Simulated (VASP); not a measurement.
SrO:

```xyz
2
Lattice="0.0000 2.5799 2.5799 2.5799 0.0000 2.5799 2.5799 2.5799 0.0000" Properties=species:S:1:pos:R:3 pbc="T T T"
Sr    2.5799    2.5799    2.5799
O     0.0000    0.0000    0.0000
```

Base run:

```yaml
Program: VASP 6.6.1
Functional: r2SCAN
Potentials_or_basis: VASP PAW PBE potentials, release 64 (Sr_sv, O)
Cutoff: 520 eV
k_mesh: 8 × 8 × 8
Occupations: gaussian, width 0.01 eV
Spin: no spin polarisation
```

Its results: band gap on the k mesh 3.75 eV, indirect (least direct gap 3.84 eV); pressure 0.5 GPa.

**Question.** The run is repeated on the same cell with these changes: functional from r2SCAN to LDA; potentials or basis from VASP PAW PBE potentials, release 64 (Sr_sv, O) to VASP PAW LDA potentials, release 64 (Sr_sv, O). What comes out?

**Answer.** Band gap on the k mesh 3.11 eV, indirect (least direct gap 3.20 eV); pressure -4.5 GPa.

Caveats: the PAW data sets were made with another functional, which shifts forces and pressure a little (some runs).

A k mesh can miss the band edges.
